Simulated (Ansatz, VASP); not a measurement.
# Two plane-wave programs on Ge

Contents of POSCAR:

```
Ge
1.0
    0.0000000000      2.8377960841      2.8377960841
    2.8377960841      0.0000000000      2.8377960841
    2.8377960841      2.8377960841      0.0000000000
Ge
2
Direct
    0.7500000000      0.7500000000      0.7500000000
    0.5000000000      0.5000000000      0.5000000000
```

INCAR.step1

```
SYSTEM = Ge
ALGO = Normal
EDIFF = 1E-4
ENCUT = 520
GGA = PE
ISMEAR = 0
LASPH = .True.
LCHARG = .False.
LREAL = .False.
LWAVE = .True.
NBANDS = 21
NELM = 80
PREC = Accurate
SIGMA = 0.1
```

Contents of INCAR.step2:

```
SYSTEM = Ge
ALGO = Normal
EDIFF = 1E-7
ENCUT = 520
ISIF = 2
ISMEAR = 0
ISTART = 1
LASPH = .True.
LCHARG = .True.
LELF = .True.
LMIXTAU = .True.
LREAL = .False.
LVHAR = .True.
LWAVE = .False.
METAGGA = R2SCAN
NBANDS = 21
NELM = 80
PREC = Accurate
SIGMA = 0.1
```

File KPOINTS:

```
k-points
0
Gamma
  12 12 12
  0 0 0
```

Input for Ansatz:

```yaml
crystal:
  lattice:
    - [0.0, 2.8377960841, 2.8377960841]
    - [2.8377960841, 0.0, 2.8377960841]
    - [2.8377960841, 2.8377960841, 0.0]
  atoms:
    - { symbol: Ge, position: [0.75, 0.75, 0.75] }
    - { symbol: Ge, position: [0.5, 0.5, 0.5] }
basis:
  ecutwfc: 500
kpoints:
  mp_grid: { grid: [12, 12, 12] }
  band_path:
    path:
      - [0.0, 0.0, 0.0]
      - [0.5, 0.0, 0.5]
      - [0.625, 0.25, 0.625]
      - [0.375, 0.375, 0.75]
      - [0.5, 0.5, 0.5]
      - [0.5, 0.25, 0.75]
    npoints: 1
hamiltonian:
  xc: r2scan
scf:
  occupations: { method: gaussian, width: 0.1 }
  n_extra_bands: 4
output:
  forces: true
  stress: true
  eigenvalues: true
```

Alike in both runs: task single point; functional r2SCAN; k mesh 12 × 12 × 12; occupations gaussian, width 0.1 eV; no spin polarisation.

|  | VASP | Ansatz |
| --- | --- | --- |
| version | VASP 6.6.1 | Ansatz 0.2.0 |
| potentials or method | VASP PAW PBE potentials, release 64 (Ge_d), cutoff 520 eV | scalar-relativistic, plane waves, PAW |
| valence electrons in the cell | 28 | 28 |

Ansatz gave:

```
gap on the k mesh at the Fermi level (eV) : 0.35
least direct gap on the mesh (eV)         : 0.35
pressure (GPa)                            : 0.0
```

What did VASP give for the same quantities?

gap on the k mesh at the Fermi level (eV): 0.31; least direct gap on the mesh (eV): 0.31; pressure (GPa): 0.0.

VASP's potentials were made for PBE, not for r2SCAN. The functional is the same, so the differences come from potentials, cutoffs and numerics.
